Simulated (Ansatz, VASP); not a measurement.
# Two plane-wave programs on HgTe

```xyz
2
Lattice="0.0000 3.2892 3.2892 3.2892 0.0000 3.2892 3.2892 3.2892 0.0000" Properties=species:S:1:pos:R:3 pbc="T T T"
Hg    0.0000    0.0000    0.0000
Te    1.6446    1.6446    1.6446
```

Alike in both runs: task single point; functional r2SCAN; k mesh 6 × 6 × 6; occupations fermi-dirac, width 0.02 eV; no spin polarisation.

|  | VASP | Ansatz |
| --- | --- | --- |
| version | VASP 6.6.1 | Ansatz 0.2.0 |
| potentials or method | VASP PAW PBE potentials, release 64 (Hg, Te) | plane waves, PAW |
| plane-wave cutoff (eV) | 520 | 500 |
| valence electrons in the cell | 18 | 36 |

```csv
,VASP,Ansatz,Ansatz less VASP
pressure (GPa),0.0,0.0,-0.06
```

VASP's potentials were made for PBE, not for r2SCAN. With one functional, cell and mesh, what is left measures potentials, basis and numerics. VASP's potentials hold 18 valence electrons a cell and Ansatz's 36, so a difference there can come from the potentials and not from the codes.

Spin-orbit coupling is off throughout.
